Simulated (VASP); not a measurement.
# PtSe2 (P-3m1) in VASP: further runs, part 2 of 2

VASP 6.6.1.

### 3 Single point, r2SCAN

File POSCAR:

```
PtSe2
1.0
    3.7174822797      0.0000000000      0.0000000000
   -1.8587411399      3.2194340923      0.0000000000
    0.0000000000      0.0000000000      5.8218530436
Pt Se
1 2
Direct
    0.0000000000      0.0000000000      0.0000000000
    0.6666666667      0.3333333333      0.7747925647
    0.3333333333      0.6666666667      0.2252074353
```

File INCAR.step1:

```
ALGO = Normal
EDIFF = 1E-4
ENCUT = 520
GGA = PE
ISMEAR = 0
LASPH = True
LCHARG = False
LREAL = False
LWAVE = True
NBANDS = 18
NELM = 60
PREC = Accurate
SIGMA = 0.02
```

File INCAR.step2:

```
ALGO = Normal
EDIFF = 1E-6
ENCUT = 520
ISIF = 2
ISMEAR = 0
ISTART = 1
LASPH = True
LCHARG = False
LMIXTAU = True
LREAL = False
LWAVE = False
METAGGA = R2SCAN
NBANDS = 18
NELM = 60
PREC = Accurate
SIGMA = 0.02
```

File KPOINTS:

```
k-points
0
Gamma
  12 12 6
```

Potentials or basis: VASP PAW PBE potentials, release 64 (Pt, Se).

Run with:

```
$ cat potpaw_PBE.64/Pt/POTCAR potpaw_PBE.64/Se/POTCAR > POTCAR
$ cp INCAR.step1 INCAR
$ mpirun -np 1 vasp_std > vasp.out
$ cp INCAR.step2 INCAR
$ mpirun -np 1 vasp_std > vasp.out
```

OUTCAR:

```text
EDIFF = 1E-6
   ENCUT = 520
   ISIF = 2
   ISMEAR = 0
   ISTART = 1
   LASPH = True
   LREAL = False
   METAGGA = R2SCAN
   NELM = 60
   PREC = Accurate

 ion  position               nearest neighbor table
   1  0.000  0.000  0.000-   2 2.52   3 2.52   3 2.52   2 2.52   2 2.52   3 2.52
   2  0.667  0.333  0.775-   1 2.52   1 2.52   1 2.52
   3  0.333  0.667  0.225-   1 2.52   1 2.52   1 2.52

  LATTYP: Found a hexagonal cell.
 ALAT       =     3.7174822797
 C/A-ratio  =     1.5660741883

  Lattice vectors:

 A1 = (   3.7174822797,   0.0000000000,   0.0000000000)
 A2 = (  -1.8587411399,   3.2194340923,   0.0000000000)
 A3 = (   0.0000000000,   0.0000000000,   5.8218530436)

Analysis of symmetry for initial positions (statically):
=====================================================================
 Subroutine PRICEL returns:
 Original cell was already a primitive cell.

 Routine SETGRP: Setting up the symmetry group for a
 hexagonal supercell.

 Subroutine GETGRP returns: Found 12 space group operations
 (whereof 12 operations were pure point group operations)
 out of a pool of 24 trial point group operations.

The static configuration has the point symmetry D_3d.

Analysis of symmetry for dynamics (positions and initial velocities):
=====================================================================
 Subroutine PRICEL returns:
 Original cell was already a primitive cell.

 Routine SETGRP: Setting up the symmetry group for a
 hexagonal supercell.

 Subroutine GETGRP returns: Found 12 space group operations
 (whereof 12 operations were pure point group operations)
 out of a pool of 24 trial point group operations.

The dynamic configuration has the point symmetry D_3d.

[... 108 lines left out ...]
   POTIM  = 0.5000    time-step for ionic-motion
   TEBEG  =    0.0;   TEEND  =   0.0 temperature during run
   PSTRESS=    0.0 pullay stress
   NELECT =      22.0000    total number of electrons
   NUPDOWN=      -1.0000    fix difference up-down
   EMIN   =  10.00;   EMAX   =-10.00  energy-range for DOS
   EFERMI =   0.00;   METHOD = LEGACY
   ISMEAR =     0;   SIGMA  =   0.02  broadening in eV -4-tet -1-fermi 0-gaus
   EFERMI_NEDOS =   21; number of points for ismear=-14 and -15
   IALGO  =     38    algorithm
   IMIX   =      4    mixing-type and parameters
     AMIX     =   0.40;   BMIX     =  1.00
     AMIX_MAG =   1.60;   BMIX_MAG =  1.00
  volume/ion in A,a.u.               =      23.23       156.73
  Fermi-wavevector in a.u.,A,eV,Ry     =   1.114771  2.106613 16.908169  1.242715
  Thomas-Fermi vector in A             =   2.251370
   LORBIT       =      0    0 simple, 1 ext, 2 COOP (PROOUT), +10 PAW based schemes
   METAGGA = R2SCAN    functional components
   LHFCALC =     F    Hartree Fock is set to
   AEXX    =    0.0000 exact exchange contribution
   IVDW    =     0    specifies the selected vdW correction
   LEPSILON=     F    determine dielectric tensor
   LRPA    =     F    only Hartree local field effects (RPA)
 non-spin polarized calculation
 Gauss-broadening in eV      SIGMA  =   0.02
  energy-cutoff  :      520.00
  volume of cell :       69.68
 maximum number of plane-waves:      1892
   NGX = 13   NGY = 13   NGZ = 21

 number of electron      21.9999997 magnetization

 Free energy of the ion-electron system (eV)
  ---------------------------------------------------
  ext. energy  EPLUGINS =         0.00000000
  ---------------------------------------------------
  free energy    TOTEN  =       -81.49810222 eV

  energy without entropy =      -81.49810222  energy(sigma->0) =      -81.49810222

 E-fermi :   4.4406     XC(G=0): -10.3817

 val. band max:        4.3236974474   @ k =   0.0833   0.0000   0.0000
 cond. band min:       4.8959553371   @ k =   0.0000   0.2500   0.3333
 fundamental gap:      0.5722578897
 Fermi energy:         4.4406486114

 k-point     1 :       0.0000    0.0000    0.0000
  band No.  band energies     occupation
      1     -10.9803      2.00000
      2      -8.8300      2.00000
      3      -2.0489      2.00000
      4      -1.6176      2.00000
      5      -1.6176      2.00000
      6       0.6867      2.00000
[... 481 lines left out ...]
      5      -1.3364      2.00000
      6       0.1805      2.00000
[... 10 lines left out ...]
     17      13.7138      0.00000
     18      13.8608      0.00000

 [... further k-points ...]
[... 5 lines left out ...]
  --------------------------------------------------------------------------------------
  -------------------------------------------------------------------------------------
  Total        0.0363549      0.0363549      0.0173213     -0.0000000      0.0000000     -0.0000000
  in kB        0.8359559      0.8359559      0.3982917     -0.0000000      0.0000000     -0.0000000
  external PRESSURE =       0.6900679 kB  Pullay stress =       0.0000000 kB

 VOLUME and BASIS-vectors are now :
 -----------------------------------------------------------------------------
  energy-cutoff  :      520.00
  volume of cell :       69.68
      direct lattice vectors                 reciprocal lattice vectors
     3.717482280  0.000000000  0.000000000     0.268999265  0.155306798  0.000000000
    -1.858741140  3.219434092  0.000000000     0.000000000  0.310613596  0.000000000
     0.000000000  0.000000000  5.821853044     0.000000000  0.000000000  0.171766617

 POSITION                                       TOTAL-FORCE (eV/Angst)
 -----------------------------------------------------------------------------------
      0.00000      0.00000      0.00000        -0.000000      0.000000      0.000000
      1.85874      1.07314      4.51073         0.000000      0.000000     -0.009838
     -0.00000      2.14629      1.31112        -0.000000     -0.000000      0.009838
 -----------------------------------------------------------------------------------
    total drift:                                0.000000     -0.000000     -0.000000

  FREE ENERGIE OF THE ION-ELECTRON SYSTEM (eV)
  ---------------------------------------------------
  free  energy   TOTEN  =       -81.4981022235 eV

  energy  without entropy=      -81.4981022235  energy(sigma->0) =      -81.49810222
```

OUTCAR.step1:

```text
EDIFF = 1E-4
   ENCUT = 520
   GGA = PE
   ISMEAR = 0
[... 730 lines left out ...]
      0.00000      0.00000      0.00000         0.000000      0.000000      0.000000
      1.85874      1.07314      4.51073         0.000000      0.000000     -0.142450
     -0.00000      2.14629      1.31112        -0.000000     -0.000000      0.142450
 -----------------------------------------------------------------------------------
    total drift:                                0.000000     -0.000000     -0.000000

  FREE ENERGIE OF THE ION-ELECTRON SYSTEM (eV)
  ---------------------------------------------------
  free  energy   TOTEN  =       -14.2819440220 eV

  energy  without entropy=      -14.2819440220  energy(sigma->0) =      -14.28194402
```

OSZICAR.step1:

```text
N       E                     dE             d eps       ncg     rms          rms(c)
DAV:   1     0.112235935036E+03    0.11224E+03   -0.98681E+03  3640   0.106E+03
DAV:   2    -0.959503764935E+01   -0.12183E+03   -0.11765E+03  4480   0.207E+02
DAV:   3    -0.150731787399E+02   -0.54781E+01   -0.54406E+01  4496   0.443E+01
DAV:   4    -0.151201015080E+02   -0.46923E-01   -0.46902E-01  4426   0.443E+00
DAV:   5    -0.151206860496E+02   -0.58454E-03   -0.58452E-03  4408   0.479E-01    0.124E+01
DAV:   6    -0.144973683872E+02    0.62332E+00   -0.40512E+00  3722   0.191E+01    0.705E+00
DAV:   7    -0.143004588516E+02    0.19691E+00   -0.80150E-01  3674   0.883E+00    0.366E+00
DAV:   8    -0.142841157859E+02    0.16343E-01   -0.50133E-02  4056   0.158E+00    0.761E-01
DAV:   9    -0.142816485277E+02    0.24673E-02   -0.79403E-03  4028   0.880E-01    0.183E-01
DAV:  10    -0.142819422348E+02   -0.29371E-03   -0.14599E-03  4138   0.235E-01    0.498E-02
DAV:  11    -0.142819440220E+02   -0.17872E-05   -0.60692E-05  2552   0.667E-02
   1 F= -.14281944E+02 E0= -.14281944E+02  d E =-.387710E-27
```

Wall time 4.7 min (1 thread of Intel Xeon Platinum 8559C (Emerald Rapids), shared host); peak memory 0.28 GiB.

What came out:

* Free energy: -81.4981 eV
* Pressure: 0.1 GPa
* Largest force: 0.010 eV/Å
* Band gap on the k mesh: 0.57 eV (least direct gap 0.94 eV)

Forces on the atoms (eV/Å):
```
Pt   0.000  0.000  0.000
Se   0.000  0.000 -0.010
Se   0.000  0.000  0.010
```

Caveat: the PAW data sets were made with another functional, which shifts forces and pressure a little; spin-orbit coupling is left out, which moves the levels of the heavy elements. A k mesh can miss the band edges.
